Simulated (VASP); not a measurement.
# KZnF3 in VASP: further runs

Runs on KZnF3. Level: PBE. Tasks: relaxation of cell and atoms.

All numbers are computed with VASP 6.6.1; they aren't measurements. Logs are shortened: lines on timing, memory, paths and dates and some standing lists are left out, and cuts for length are marked.

**1. The cell of the first run**

The typed cell holds 5 atoms: a = 4.387 Å, b = 4.389 Å, c = 4.390 Å, α = 90.00°, β = 89.96°, γ = 89.99°.

The cell was generated, and may not be a known phase.

**2. Relaxation of cell and atoms, PBE**

The input, INCAR:

```
SYSTEM = KZnF3
ALGO = Normal
EDIFF = 1E-7
EDIFFG = -0.08
ENCUT = 600
GGA = PE
GGA_COMPAT = .False.
IBRION = 2
ISIF = 3
ISMEAR = 0
LASPH = .True.
LCHARG = .False.
LREAL = .False.
LWAVE = .False.
NELM = 120
NELMIN = 4
NSW = 36
PREC = Accurate
SIGMA = 0.15
```

The input, KPOINTS:

```
k-points
0
Gamma
  3 3 3
  0 0 0
```

The input, POSCAR:

```
KZnF3
1.0
    4.3874591300      0.0000000000      0.0000000000
    0.0005224300      4.3892548900      0.0000000000
    0.0033492200      0.0003105600      4.3899147300
K Zn F
1 1 3
Direct
    0.9913719900      0.0026250000      0.0059500000
    0.4875020100      0.5019890100      0.5049129700
    0.4856340000      0.9998360300      0.5026570000
    0.9872869800      0.4954040100      0.4948599900
    0.4882049900      0.5001469900      0.0016240000
```

Potentials or basis: VASP PAW PBE potentials, release 64 (K_sv, Zn, F).

Run with:

```console
$ cat potpaw_PBE.64/K_sv/POTCAR potpaw_PBE.64/Zn/POTCAR potpaw_PBE.64/F/POTCAR > POTCAR
$ mpirun -np 1 vasp_std > vasp.out
```

OUTCAR:

```text
SYSTEM = KZnF3
   EDIFF = 1E-7
   EDIFFG = -0.08
   ENCUT = 600
   GGA = PE
   IBRION = 2
   ISIF = 3
   ISMEAR = 0
   LASPH = .True.
   LREAL = .False.
   NELM = 120
   NELMIN = 4
   NSW = 36
   PREC = Accurate

 ion  position               nearest neighbor table
   1  0.991  0.003  0.006-
   2  0.488  0.502  0.505-   5 2.18   3 2.19   4 2.19   4 2.20   3 2.20   5 2.21
   3  0.486  1.000  0.503-   2 2.19   2 2.20
   4  0.987  0.495  0.495-   2 2.19   2 2.20
   5  0.488  0.500  0.002-   2 2.18   2 2.21

  LATTYP: Found a triclinic cell.
 ALAT       =     4.3874591300
 B/A-ratio  =     1.4140698530
 C/A-ratio  =     1.0004093009
 COS(alpha) =     0.0000340509
 COS(beta)  =     0.0001190248
 COS(gamma) =     0.7066388098

  Lattice vectors:

 A1 = (   4.3874591300,   0.0000000000,   0.0000000000)
 A2 = (   4.3841099100,  -0.0003105600,  -4.3899147300)
 A3 = (   0.0005224300,   4.3892548900,   0.0000000000)

Analysis of symmetry for initial positions (statically):
=====================================================================
 Subroutine PRICEL returns:
 Original cell was already a primitive cell.

 Routine SETGRP: Setting up the symmetry group for a
 triclinic supercell.

 Subroutine GETGRP returns: Found  1 space group operations
 (whereof  1 operations were pure point group operations)
 out of a pool of  2 trial point group operations.

The static configuration has the point symmetry C_1 .

Analysis of symmetry for dynamics (positions and initial velocities):
=====================================================================
 Subroutine PRICEL returns:
 Original cell was already a primitive cell.

 Routine SETGRP: Setting up the symmetry group for a
 triclinic supercell.

 Subroutine GETGRP returns: Found  1 space group operations
 (whereof  1 operations were pure point group operations)
 out of a pool of  2 trial point group operations.

The dynamic configuration has the point symmetry C_1 .

 Subroutine INISYM returns: Found  1 space group operations
 (whereof  1 operations are pure point group operations),
 and found     1 'primitive' translations

----------------------------------------------------------------------------------------

                                     Primitive cell

  volume of cell :      84.5396

  direct lattice vectors                    reciprocal lattice vectors
     4.387459130  0.000000000  0.000000000     0.227922351 -0.000027128 -0.000173888
     0.000522430  4.389254890  0.000000000     0.000000000  0.227829102 -0.000016118
     0.003349220  0.000310560  4.389914730     0.000000000  0.000000000  0.227794857

  length of vectors
     4.387459130  4.389254921  4.389916019     0.227922419  0.227829103  0.227794857

  position of ions in fractional coordinates (direct lattice)
     0.991371990  0.002625000  0.005950000
     0.487502010  0.501989010  0.504912970
     0.485634000  0.999836030  0.502657000
     0.987286980  0.495404010  0.494859990
     0.488204990  0.500146990  0.001624000

  ion indices of the primitive-cell ions
   primitive index   ion index
                 1           1
                 2           2
                 3           3
                 4           4
                 5           5

----------------------------------------------------------------------------------------

 KPOINTS: k-points

Automatic generation of k-mesh.
 Grid dimensions read from file:
 generate k-points for:    3    3    3

 Generating k-lattice:

  Cartesian coordinates                     Fractional coordinates (reciprocal lattice)
     0.075974117 -0.000009043 -0.000057963     0.333333333  0.000000000  0.000000000
     0.000000000  0.075943034 -0.000005373     0.000000000  0.333333333  0.000000000
     0.000000000  0.000000000  0.075931619     0.000000000  0.000000000  0.333333333

  Length of vectors
     0.075974140  0.075943034  0.075931619

  Shift w.r.t. Gamma in fractional coordinates (k-lattice)
     0.000000000  0.000000000  0.000000000

 Subroutine IBZKPT returns following result:
 ===========================================

 Found     14 irreducible k-points:

 Following reciprocal coordinates:
            Coordinates               Weight
  0.000000  0.000000  0.000000      1.000000
  0.333333 -0.000000 -0.000000      2.000000
  0.000000  0.333333  0.000000      2.000000
  0.333333  0.333333 -0.000000      2.000000
 -0.333333  0.333333  0.000000      2.000000
  0.000000  0.000000  0.333333      2.000000
  0.333333 -0.000000  0.333333      2.000000
 -0.333333  0.000000  0.333333      2.000000
  0.000000  0.333333  0.333333      2.000000
  0.333333  0.333333  0.333333      2.000000
 -0.333333  0.333333  0.333333      2.000000
  0.000000 -0.333333  0.333333      2.000000
  0.333333 -0.333333  0.333333      2.000000
 -0.333333 -0.333333  0.333333      2.000000
   k-points           NKPTS =     14   k-points in BZ     NKDIM =     14   number of bands    NBANDS=     25
   number of dos      NEDOS =    301   number of ions     NIONS =      5
   total plane-waves  NPLWV =  46656
   dimension x,y,z NGX =    36 NGY =   36 NGZ =   36
   dimension x,y,z NGXF=    72 NGYF=   72 NGZF=   72
   ions per type =               1   1   3
   NGX,Y,Z   is equivalent  to a cutoff of  13.64, 13.64, 13.63 a.u.
   NGXF,Y,Z  is equivalent  to a cutoff of  27.28, 27.27, 27.27 a.u.
 SYSTEM =  KZnF3
   PREC   = accura    normal or accurate (medium, high low for compatibility)
   ISTART =      0    job   : 0-new  1-cont  2-samecut
   ICHARG =      2    charge: 1-file 2-atom 10-const
   ISPIN  =      1    spin polarized calculation?
   LNONCOLLINEAR =      F non collinear calculations
   LSORBIT =      F    spin-orbit coupling
   LASPH  =      T    aspherical Exc in radial PAW
   ENCUT  =  600.0 eV  44.10 Ry    6.64 a.u.   8.76  8.77  8.77*2*pi/ulx,y,z
   NELM   =    120;   NELMIN=  4; NELMDL= -5     # of ELM steps
   EDIFF  = 0.1E-06   stopping-criterion for ELM
   LREAL  =      F    real-space projection
   EDIFFG = -.8E-01   stopping-criterion for IOM
   NSW    =     36    number of steps for IOM
   IBRION =      2    ionic relax: 0-MD 1-quasi-New 2-CG
   NFREE  =      1    steps in history (QN), initial steepest desc. (CG)
   ISIF   =      3    stress and relaxation
   ISYM   =      2    0-nonsym 1-usesym 2-fastsym
   POTIM  = 0.5000    time-step for ionic-motion
   TEBEG  =    0.0;   TEEND  =   0.0 temperature during run
   PSTRESS=    0.0 pullay stress
   NELECT =      42.0000    total number of electrons
   NUPDOWN=      -1.0000    fix difference up-down
   EMIN   =  10.00;   EMAX   =-10.00  energy-range for DOS
   EFERMI =   0.00;   METHOD = LEGACY
   ISMEAR =     0;   SIGMA  =   0.15  broadening in eV -4-tet -1-fermi 0-gaus
   EFERMI_NEDOS =   21; number of points for ismear=-14 and -15
   IALGO  =     38    algorithm
   IMIX   =      4    mixing-type and parameters
     AMIX     =   0.40;   BMIX     =  1.00
     AMIX_MAG =   1.60;   BMIX_MAG =  1.00
  volume/ion in A,a.u.               =      16.91       114.10
  Fermi-wavevector in a.u.,A,eV,Ry     =   1.296596  2.450211 22.873579  1.681161
  Thomas-Fermi vector in A             =   2.428042
   LORBIT       =      0    0 simple, 1 ext, 2 COOP (PROOUT), +10 PAW based schemes
   GGA     = PE    functional components
   LHFCALC =     F    Hartree Fock is set to
   AEXX    =    0.0000 exact exchange contribution
   IVDW    =     0    specifies the selected vdW correction
   LEPSILON=     F    determine dielectric tensor
   LRPA    =     F    only Hartree local field effects (RPA)
 conjugate gradient relaxation of ions
 non-spin polarized calculation
 Gauss-broadening in eV      SIGMA  =   0.15
  energy-cutoff  :      600.00
  volume of cell :       84.54
 maximum number of plane-waves:      2834
   NGX = 17   NGY = 17   NGZ = 17

--------------------------------------- Ionic step        1  -------------------------------------------

 number of electron      41.9999974 magnetization

 Free energy of the ion-electron system (eV)
  ---------------------------------------------------
  ext. energy  EPLUGINS =         0.00000000
  ---------------------------------------------------
  free energy    TOTEN  =       -19.92458166 eV

  energy without entropy =      -19.92458166  energy(sigma->0) =      -19.92458166

------------------------ aborting loop because EDIFF is reached ----------------------------------------

  FORCE on cell =-STRESS in cart. coord.  units (eV):
  Direction    XX          YY          ZZ          XY          YZ          ZX
  --------------------------------------------------------------------------------------
  -------------------------------------------------------------------------------------
  Total       -4.4536648     -4.4542456     -4.4536273     -0.0012598     -0.0003275     -0.0085485
  in kB      -84.4049934    -84.4160013    -84.4042824     -0.0238754     -0.0062066     -0.1620098
  external PRESSURE =     -84.4084257 kB  Pullay stress =       0.0000000 kB
[... 141 lines left out ...]
  energy  without entropy=      -20.3701077384  energy(sigma->0) =      -20.37010774

--------------------------------------- Ionic step        5  -------------------------------------------

 number of electron      41.9999992 magnetization

 Free energy of the ion-electron system (eV)
  ---------------------------------------------------
  ext. energy  EPLUGINS =         0.00000000
  ---------------------------------------------------
  free energy    TOTEN  =       -20.37073307 eV

  energy without entropy =      -20.37073307  energy(sigma->0) =      -20.37073307

 E-fermi :  -1.1294     XC(G=0):  -9.5836

 val. band max:       -1.8215219861   @ k =   0.3333   0.3333  -0.0000
 cond. band min:       2.3149695054   @ k =   0.0000   0.0000   0.0000
 fundamental gap:      4.1364914915
 Fermi energy:        -1.1294338914

 k-point     1 :       0.0000    0.0000    0.0000
  band No.  band energies     occupation
      1     -28.2396      2.00000
      2     -22.4752      2.00000
      3     -21.9248      2.00000
      4     -21.9229      2.00000
      5     -11.7184      2.00000
      6     -11.7183      2.00000
[... 413 lines left out ...]
  FREE ENERGIE OF THE ION-ELECTRON SYSTEM (eV)
  ---------------------------------------------------
  free  energy   TOTEN  =       -20.3707330748 eV

  energy  without entropy=      -20.3707330747  energy(sigma->0) =      -20.37073307

 reached required accuracy - stopping structural energy minimisation
```

Wall time 5 min (1 thread of Intel Xeon 8259CL, shared host); peak memory 0.21 GiB.

Results:

```yaml
Free_energy: -20.3707 eV
Relaxed_volume: 14.08 Å³/atom
Relaxed_cell: a = 4.127 Å, b = 4.129 Å, c = 4.130 Å, α = 89.99°, β = 89.98°, γ = 90.00°
Space_group_after_relaxing_to_0.1_Å: R3m (No. 160)
Energy_gained_by_relaxing: 89.2 meV/atom
Ionic_steps: 5
Pressure_after_relaxing: 0.0 GPa
Largest_force_after_relaxing: 0.051 eV/Å
Band_gap_on_the_k_mesh: 4.14 eV (least direct gap 5.18 eV)
```

Forces on the atoms (eV/Å):
```
K   -0.021 -0.014 -0.021
Zn   0.004 -0.025 -0.036
F    0.012  0.007  0.004
F    0.005  0.028  0.042
F   -0.001  0.004  0.011
```

The path:
| step | energy change (eV) | largest force (eV/Å) | pressure (GPa) | volume (Å³) |
| --- | --- | --- | --- | --- |
| 1 | 0.0000 | 0.0587 | -8.44 | 84.54 |
| 2 | -0.4062 | 0.0700 | -3.24 | 74.10 |
| 3 | -0.4452 | 0.0876 | -0.30 | 70.71 |
| 4 | -0.4455 | 0.0894 | 0.02 | 70.39 |
| 5 | -0.4462 | 0.0508 | 0.03 | 70.38 |

Final structure:
```
K Zn F
1.0
     4.12734   -0.00015   -0.00073
     0.00035    4.12905    0.00006
     0.00242    0.00035    4.12970
K Zn F
1 1 3
Cartesian
  4.0901 0.0104 0.0234
  2.0143 2.0691 2.0793
  2.0069 4.1284 2.0760
  4.0766 2.0491 2.0482
  2.0146 2.0656 0.0066
```

Caveat: the k points lie up to 0.51 Å⁻¹ apart in the final cell; the volume moved by over 15 % at a fixed basis, so the end points are rough; the relaxation stopped at a loose force limit of 0.08 eV/Å, so its end isn't a converged minimum.

**3. Relaxation of cell and atoms, PBE**

This run uses another cell than the first one, of 14.05 Å³/atom.

The input, INCAR:

```
PREC = Accurate
ENCUT = 600
EDIFF = 1E-7
ISMEAR = 0
SIGMA = 0.02
LREAL = F
LASPH = T
NELM = 120
ALGO = Normal
ISIF = 3
LWAVE = F
LCHARG = F
GGA = PE
IBRION = 2
NSW = 100
EDIFFG = -0.01
GGA_COMPAT = F
NELMIN = 4
```

The input, KPOINTS:

```
Automatic mesh
0
Gamma
  6 6 6
```

The input, POSCAR:

```
KZnF3
1.0
    4.1259268134      0.0000000000      0.0000000000
    0.0000000000      4.1259268134      0.0000000000
    0.0000000000      0.0000000000      4.1259268134
K Zn F
1 1 3
Direct
    0.0000000000      0.0000000000      0.0000000000
    0.5000000000      0.5000000000      0.5000000000
    0.5000000000      0.5000000000      0.0000000000
    0.0000000000      0.5000000000      0.5000000000
    0.5000000000      0.0000000000      0.5000000000
```

Potentials or basis: VASP PAW PBE potentials, release 64 (K_sv, Zn, F).

Run with:

```console
$ cat potpaw_PBE.64/K_sv/POTCAR potpaw_PBE.64/Zn/POTCAR potpaw_PBE.64/F/POTCAR > POTCAR
$ mpirun -np 1 vasp_std > vasp.out
```

Wall time 2.9 min (1 thread of Intel Xeon 8259CL, shared host); peak memory 0.21 GiB.

It converged, with:

```yaml
Free_energy: -20.3375 eV
Relaxed_volume: 14.09 Å³/atom
Relaxed_cell: a = 4.130 Å, b = 4.130 Å, c = 4.130 Å, α = 90.00°, β = 90.00°, γ = 90.00°
Space_group_after_relaxing_to_0.1_Å: Pm-3m (No. 221)
Energy_gained_by_relaxing: 0.0 meV/atom
Ionic_steps: 2
Pressure_after_relaxing: 0.0 GPa
Band_gap_on_the_k_mesh: 3.65 eV (least direct gap 5.17 eV)
```

The path:
| step | energy change (eV) | largest force (eV/Å) | pressure (GPa) | volume (Å³) |
| --- | --- | --- | --- | --- |
| 1 | 0.0000 | 0.0000 | 0.26 | 70.24 |
| 2 | -0.0002 | 0.0000 | 0.00 | 70.47 |

Final structure:
```xyz
5
Lattice="4.1304 0.0000 0.0000 0.0000 4.1304 0.0000 0.0000 0.0000 4.1304" Properties=species:S:1:pos:R:3 pbc="T T T"
K     0.0000    0.0000    0.0000
Zn    2.0652    2.0652    2.0652
F     2.0652    2.0652    0.0000
F     0.0000    2.0652    2.0652
F     2.0652    0.0000    2.0652
```

Levels at points of the mesh, in eV from the valence-band top:
```
           k point  band 19  band 20  band 21  band 22  band 23  band 24
(0.00, 0.00, 0.00)    -1.52    -1.52    -1.52     3.65     8.93     8.93
(0.50, 0.00, 0.00)    -1.55    -1.46    -1.46     6.27     8.25     9.82
(0.50, 0.50, 0.00)    -1.54    -1.19     0.00     7.78     9.96     9.96
(0.50, 0.50, 0.50)    -1.17     0.00     0.00     8.50     8.50     8.50
```

**4. Relaxation of cell and atoms, PBE**

This run uses another cell than the first one, of 14.07 Å³/atom.

The input, INCAR:

```
SYSTEM = KZnF3
ALGO = Normal ; EDIFF = 1E-7
EDIFFG = -0.001 ; ENCUT = 600
GGA = PE ; GGA_COMPAT = .False.
IBRION = 2 ; ISIF = 3
ISMEAR = 0 ; LASPH = .True.
LCHARG = .False. ; LREAL = .False.
LWAVE = .False. ; NELM = 120
NELMIN = 4 ; NSW = 80
PREC = Accurate ; SIGMA = 0.01
```

The input, KPOINTS:

```
k-points
0
Gamma
  6 6 6
  0 0 0
```

Edit POSCAR of step 3 so:

```diff
@@ -2,5 +2,5 @@
 1.0
-    4.1259268134      0.0000000000      0.0000000000
-    0.0000000000      4.1259268134      0.0000000000
-    0.0000000000      0.0000000000      4.1259268134
+    4.1279678954      0.0000000000      0.0000000000
+    0.0000000000      4.1279678954      0.0000000000
+    0.0000000000      0.0000000000      4.1279678954
 K Zn F
```

Run with:

```console
$ cat potpaw_PBE.64/K_sv/POTCAR potpaw_PBE.64/Zn/POTCAR potpaw_PBE.64/F/POTCAR > POTCAR
$ mpirun -np 1 vasp_std > vasp.out
```

Run time: 4 min. Hardware: 1 thread of Intel Xeon 8259CL, shared host; peak memory 0.21 GiB.

The run converged. Its results:

```
Free energy                           : -20.3378 eV
Relaxed volume                        : 14.09 Å³/atom
Relaxed cell                          : a = 4.130 Å, b = 4.130 Å, c = 4.130 Å, α = 90.00°, β = 90.00°, γ = 90.00°
Space group after relaxing (to 0.1 Å) : Pm-3m (No. 221)
Energy gained by relaxing             : 0.0 meV/atom
Ionic steps                           : 4
Pressure after relaxing               : 0.0 GPa
Band gap on the k mesh                : 3.65 eV (least direct gap 5.17 eV)
```

Final structure:
```xyz
5
Lattice="4.1304 0.0000 0.0000 0.0000 4.1304 0.0000 0.0000 0.0000 4.1304" Properties=species:S:1:pos:R:3 pbc="T T T"
K     0.0000    0.0000    0.0000
Zn    2.0652    2.0652    2.0652
F     2.0652    2.0652    0.0000
F     0.0000    2.0652    2.0652
F     2.0652    0.0000    2.0652
```

Levels at points of the mesh, in eV from the valence-band top:
| k point | band 19 | band 20 | band 21 | band 22 | band 23 | band 24 |
| --- | --- | --- | --- | --- | --- | --- |
| (0.00, 0.00, 0.00) | -1.52 | -1.52 | -1.52 | 3.65 | 8.93 | 8.93 |
| (0.50, 0.00, 0.00) | -1.55 | -1.46 | -1.46 | 6.27 | 8.25 | 9.82 |
| (0.50, 0.50, 0.00) | -1.54 | -1.19 | 0.00 | 7.78 | 9.96 | 9.96 |
| (0.50, 0.50, 0.50) | -1.17 | 0.00 | 0.00 | 8.50 | 8.50 | 8.50 |

**5. Relaxation of cell and atoms, PBE**

This run uses another cell than the first one, of 14.11 Å³/atom.

The input, INCAR:

```
SYSTEM = KZnF3
PREC = Accurate
ENCUT = 600
EDIFF = 1E-7
ISMEAR = 0
SIGMA = 0.02
LREAL = .False.
LASPH = .True.
NELM = 120
ALGO = Normal
ISIF = 3
LWAVE = .False.
LCHARG = .False.
GGA = PE
IBRION = 2
NSW = 100
EDIFFG = -0.01
GGA_COMPAT = .False.
NELMIN = 4
```

The input, KPOINTS:

```
Automatic mesh
0
Gamma
  6 6 6
  0 0 0
```

Edit POSCAR of step 4 so:

```diff
@@ -2,5 +2,5 @@
 1.0
-    4.1279678954      0.0000000000      0.0000000000
-    0.0000000000      4.1279678954      0.0000000000
-    0.0000000000      0.0000000000      4.1279678954
+    4.1316726657      0.0000000000      0.0000000000
+    0.0000000000      4.1316726657      0.0000000000
+    0.0000000000      0.0000000000      4.1316726657
 K Zn F
```

Run with:

```console
$ cat potpaw_PBE.64/K_sv/POTCAR potpaw_PBE.64/Zn/POTCAR potpaw_PBE.64/F/POTCAR > POTCAR
$ mpirun -np 1 vasp_std > vasp.out
```

It took 100 s on 1 thread of Intel Xeon 8259CL, shared host; peak memory 0.2 GiB.

The run converged. Its results:

| Property | Result |
| --- | --- |
| Free energy | -20.3383 eV |
| Pressure after relaxing | 0.0 GPa |
| Band gap on the k mesh | 3.64 eV (least direct gap 5.16 eV) |

Final structure:
```
CELL_PARAMETERS angstrom
4.13167 0.00000 0.00000
0.00000 4.13167 0.00000
0.00000 0.00000 4.13167
ATOMIC_POSITIONS crystal
K 0.00000 0.00000 0.00000
Zn 0.50000 0.50000 0.50000
F 0.50000 0.50000 0.00000
F 0.00000 0.50000 0.50000
F 0.50000 0.00000 0.50000
```

Levels at points of the mesh, in eV from the valence-band top:
```
           k point  band 18  band 19  band 20  band 21  band 22  band 23  band 24  band 25
(0.00, 0.00, 0.00)    -1.69    -1.52    -1.52    -1.52     3.64     8.94     8.94     9.26
(0.50, 0.00, 0.00)    -1.66    -1.55    -1.45    -1.45     6.27     8.25     9.82    11.11
(0.50, 0.50, 0.00)    -1.54    -1.54    -1.18     0.00     7.77     9.96     9.96    10.15
(0.50, 0.50, 0.50)    -1.17    -1.17     0.00     0.00     8.50     8.50     8.50     9.75
```

Caveat: the relaxation stopped at its first step, so nothing moved.

**6. Summary**

```tsv
cell	k mesh	smearing	gap on the mesh (eV)	pressure (GPa)	relaxed volume (Å³/atom)
relaxed from a = 4.387, b = 4.389, c = 4.390 Å, 5 atoms, atomic positions A	3 × 3 × 3	gaussian 0.15 eV	4.14	0.0	14.08
relaxed from a = 4.126 Å, 5 atoms, atomic positions B	6 × 6 × 6	gaussian 0.02 eV	3.65	0.0	14.09
relaxed from a = 4.128 Å, 5 atoms, atomic positions B	6 × 6 × 6	gaussian 0.01 eV	3.65	0.0	14.09
relaxed from a = 4.132 Å, 5 atoms, atomic positions B	6 × 6 × 6	gaussian 0.02 eV	3.64	0.0	-
```

Alike in all rows: task relaxation of cell and atoms; level PBE; potentials or basis VASP PAW PBE potentials, release 64 (K_sv, Zn, F); no spin polarisation; cutoff (eV) 600.

Caveats: some runs use coarse meshes; the volume moved by over 15 % at a fixed basis, so the end points are rough (at least some runs); the relaxation stopped at a loose force limit of 0.08 eV/Å, so its end isn't a converged minimum (at least some runs); the relaxation stopped at its first step, so nothing moved (at least some runs).

Total energies depend on the potentials used, so only differences within one code and one set of settings carry meaning.
